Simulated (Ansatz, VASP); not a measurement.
One calculation of Mg3CdTe4, two programs

File INCAR:

```
SYSTEM = Mg3CdTe4
  PREC = Accurate
  ENCUT = 600
  EDIFF = 1E-6
  ISMEAR = 0
  SIGMA = 0.02
  LREAL = .FALSE.
  LASPH = .TRUE.
  NELM = 80
  ALGO = Normal
  ISIF = 3
  LWAVE = .FALSE.
  LCHARG = .FALSE.
  GGA = PE
  IBRION = 2
  NSW = 100
  EDIFFG = -0.01
```

The input KPOINTS:

```
Automatic mesh
0
G
  6 6 2
  0 0 0
```

Contents of POSCAR:

```
Mg3CdTe4
1.0
    4.6119192128      0.0000000000      0.0000000000
   -2.3059596064      3.9940391985      0.0000000000
    0.0000000000      0.0000000000     15.0276453081
Mg Cd Te
3 1 4
Direct
    0.3333333333      0.6666666667      0.4959167280
    0.3333333333      0.6666666667      0.9998849272
    0.6666666667      0.3333333333      0.2481738272
    0.6666666667      0.3333333333      0.7501298665
    0.3333333333      0.6666666667      0.1873796355
    0.3333333333      0.6666666667      0.6831797528
    0.6666666667      0.3333333333      0.4354973737
    0.6666666667      0.3333333333      0.9398379291
```

Input for Ansatz:

```yaml
crystal:
  lattice:
    - [4.6119192128, 0.0, 0.0]
    - [-2.3059596064, 3.9940391985, 0.0]
    - [0.0, 0.0, 15.0276453081]
  atoms:
    - { symbol: Mg, position: [0.3333333333, 0.6666666667, 0.495916728] }
    - { symbol: Mg, position: [0.3333333333, 0.6666666667, 0.9998849272] }
    - { symbol: Mg, position: [0.6666666667, 0.3333333333, 0.2481738272] }
    - { symbol: Cd, position: [0.6666666667, 0.3333333333, 0.7501298665] }
    - { symbol: Te, position: [0.3333333333, 0.6666666667, 0.1873796355] }
    - { symbol: Te, position: [0.3333333333, 0.6666666667, 0.6831797528] }
    - { symbol: Te, position: [0.6666666667, 0.3333333333, 0.4354973737] }
    - { symbol: Te, position: [0.6666666667, 0.3333333333, 0.9398379291] }
basis:
  ecutwfc: 420
kpoints:
  mp_grid: { grid: [6, 6, 2] }
hamiltonian:
  xc: pbe
scf:
  occupations: { method: gaussian, width: 0.02 }
output:
  forces: true
  stress: true
  eigenvalues: true
  write_density: true
  write_potential: true
  elf: true
  volumetric_format: npy
relax:
  adjacent_minimum: "off"
  f_tol: 0.01
  max_steps: 80
  cell: { stress_tol: 0.05 }
```

Alike in both runs: task relaxation of cell and atoms; functional PBE; k mesh 6 × 6 × 2; occupations gaussian, width 0.02 eV; no spin polarisation.

|  | VASP | Ansatz |
| --- | --- | --- |
| version | VASP 6.6.1 | Ansatz 0.2.0 |
| potentials or method | VASP PAW PBE potentials, release 64 (Mg, Cd, Te), cutoff 600 eV | scalar-relativistic, plane waves, PAW |
| valence electrons in the cell | 42 | 114 |

```csv
,VASP,Ansatz,Ansatz less VASP
"gap on the k mesh at the Fermi level, each at its own relaxed structure (eV)",1.58,1.59,+0.006
relaxed volume (Å³/atom),34.94,34.94,-0.003
relaxed cell length with the largest relative difference (Å),15.079,15.072,-0.0072
```

VASP's potentials hold 42 valence electrons a cell and Ansatz's 114, so a difference there can come from the potentials and not from the codes.

Neither program's run includes spin-orbit coupling.
